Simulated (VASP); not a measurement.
Input of a VASP 6.6.1 run:

The input POSCAR:

```
Ta3AsAu2O13
1.0
    5.3941738175      0.0000000000      0.0000000000
   -2.6970869088      4.6714915584      0.0000000000
    0.0000000000      0.0000000000      9.4546473903
Ta As Au O
3 1 2 13
Direct
    0.0000000000      0.0000000000      0.1958940754
    0.0000000000      0.0000000000      0.8041059246
    0.6666666667      0.3333333333      0.0000000000
    0.0000000000      0.0000000000      0.5000000000
    0.3333333333      0.6666666667      0.2700148120
    0.3333333333      0.6666666667      0.7299851880
    0.0000000000      0.0000000000      0.0000000000
    0.2345154227      0.9606597429      0.3655191308
    0.0393402571      0.2738556797      0.3655191308
    0.7261443203      0.7654845773      0.3655191308
    0.2345154227      0.9606597429      0.6344808692
    0.0393402571      0.2738556797      0.6344808692
    0.7261443203      0.7654845773      0.6344808692
    0.3856623639      0.3380397234      0.8577749043
    0.6619602766      0.0476226405      0.8577749043
    0.9523773595      0.6143376361      0.8577749043
    0.3856623639      0.3380397234      0.1422250957
    0.6619602766      0.0476226405      0.1422250957
    0.9523773595      0.6143376361      0.1422250957
```

Contents of INCAR.step1:

```
PREC = Accurate
ENCUT = 520
ISMEAR = -1
SIGMA = 0.05
LREAL = Auto
LASPH = True
NELM = 100
NBANDS = 84
GGA = PE
ALGO = Normal
EDIFF = 1E-4
LWAVE = True
LCHARG = False
```

File INCAR.step2:

```
PREC = Accurate
ENCUT = 520
EDIFF = 1E-7
ISMEAR = -1
SIGMA = 0.05
LREAL = Auto
LASPH = True
NELM = 100
ALGO = Normal
ISIF = 2
LWAVE = False
LCHARG = False
METAGGA = R2SCAN
LMIXTAU = True
NBANDS = 84
ISTART = 1
```

Contents of KPOINTS:

```
Automatic mesh
0
Gamma
  4 4 2
```

Potentials or basis: VASP PAW PBE potentials, release 64 (Ta_pv, As, Au, O).

Command:

```console
$ cat potpaw_PBE.64/Ta_pv/POTCAR potpaw_PBE.64/As/POTCAR potpaw_PBE.64/Au/POTCAR potpaw_PBE.64/O/POTCAR > POTCAR
$ cp INCAR.step1 INCAR
$ mpirun -np 1 vasp_std > vasp.out
$ cp INCAR.step2 INCAR
$ mpirun -np 1 vasp_std > vasp.out
```

Q: Predict the pressure.

A: 1.1 GPa.

Q: What does it give for the largest force?

A: 0.073 eV/Å.

Q: Predict the band gap on the k mesh.

A: Zero (bands 69 and 70 overlap by 0.03 eV).

Forces on the atoms (eV/Å):
```
Ta   0.000  0.000  0.069
Ta   0.000  0.000 -0.069
Ta   0.000  0.000  0.000
As   0.000  0.000  0.000
Au   0.000  0.000  0.007
Au   0.000  0.000 -0.007
O    0.000  0.000  0.000
O    0.041  0.006  0.046
O   -0.026  0.033  0.046
O   -0.015 -0.039  0.046
O    0.041  0.006 -0.046
O   -0.026  0.033 -0.046
O   -0.015 -0.039 -0.046
O   -0.013  0.067 -0.026
O   -0.051 -0.045 -0.026
O    0.064 -0.022 -0.026
O   -0.013  0.067  0.026
O   -0.051 -0.045  0.026
O    0.064 -0.022  0.026
```

Caveat: the PAW data sets were made with another functional, which shifts forces and pressure a little; spin-orbit coupling is left out, which moves the levels of the heavy elements.
